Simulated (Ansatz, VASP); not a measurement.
## Mg: VASP beside Ansatz

```
Mg
1.0
     3.09487    0.00000    0.00000
    -1.54743    2.68023    0.00000
     0.00000    0.00000    3.08792
Mg
1
Direct
  0.00000 0.00000 0.50000
```

Alike in both runs: functional PBE; k mesh 24 × 24 × 18; occupations gaussian, width 0.1 eV; no spin polarisation.

Ansatz relaxed the structure, and its values are those at the end. VASP's run is a single point on that final structure, the one shown.

|  | VASP | Ansatz |
| --- | --- | --- |
| version | VASP 6.6.1 | Ansatz 0.2.0 |
| potentials or method | VASP PAW PBE potentials, release 64 (Mg), cutoff 520 eV | scalar-relativistic, plane waves, PAW |
| valence electrons in the cell | 2 | 10 |

VASP gave:

| Item | Value |
| --- | --- |
| gap on the k mesh at the Fermi level (eV) | none |
| pressure (GPa) | -0.1 |

Task: Estimate Ansatz's values.

Result: gap on the k mesh at the Fermi level (eV): none; pressure (GPa): 0.0.

A gap of «none» marks a metal or a gap that the smearing closes. VASP's potentials hold 2 valence electrons a cell and Ansatz's 10, so a difference there can come from the potentials and not from the codes.
